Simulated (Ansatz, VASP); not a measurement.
# Be in VASP and in Ansatz

Contents of INCAR:

```
ALGO = Normal ; EDIFF = 1E-7
ENCUT = 520 ; GGA = PE
ISIF = 2 ; ISMEAR = -1
LASPH = True ; LCHARG = False
LREAL = False ; LWAVE = False
NBANDS = 7 ; NELM = 60
PREC = Accurate ; SIGMA = 0.03
```

KPOINTS

```
k-points
0
Gamma
  23 23 23
```

Contents of POSCAR:

```
Be
1.0
   -1.2405897418      1.2531209513      1.2531209513
    1.2531209513     -1.2405897418      1.2531209513
    1.2531209513      1.2531209513     -1.2405897418
Be
1
Direct
    0.0000000000      0.0000000000      0.0000000000
```

Input for Ansatz:

```yaml
crystal:
  lattice:
    - [-1.2405897418, 1.2531209513, 1.2531209513]
    - [1.2531209513, -1.2405897418, 1.2531209513]
    - [1.2531209513, 1.2531209513, -1.2405897418]
  atoms:
    - { symbol: Be, position: [0.0, 0.0, 0.0] }
kpoints:
  mp_grid: { grid: [23, 23, 23] }
  band_path:
    path:
      - [0.0, 0.0, 0.0]
      - [0.0, 0.0, 0.5]
      - [-0.5, 0.5, 0.5]
      - [-0.7474684983, 0.2525315017, 0.2525315017]
      - [0.2525315017, 0.2525315017, 0.2525315017]
      - [0.0, 0.0, 0.0]
      - [-0.5, 0.0, 0.5]
    npoints: 5
scf:
  occupations: { method: fermi_dirac, width: 0.03 }
hamiltonian:
  xc: pbe
  pseudopotentials: { kind: all_electron, lapw: { basis_error: 0.00025 } }
output:
  forces: true
  stress: true
  eigenvalues: true
```

Change from the starting cell: equal xy, yz and zx shear strains of +1 %.

Alike in both runs: task single point; functional PBE; k mesh 23 × 23 × 23; occupations fermi-dirac, width 0.03 eV; no spin polarisation.

|  | VASP | Ansatz |
| --- | --- | --- |
| version | VASP 6.6.1 | Ansatz 0.2.0 |
| potentials or method | VASP PAW PBE potentials, release 64 (Be), cutoff 520 eV | all-electron LAPW, scalar-relativistic |

```csv
,VASP,Ansatz,Ansatz less VASP
pressure (GPa),-0.7,-0.9,-0.18
"traceless stress, the component that is largest in VASP (GPa)",-1.96,-1.96,+0.001
```

Ansatz ran all-electron here, and VASP with PAW potentials.
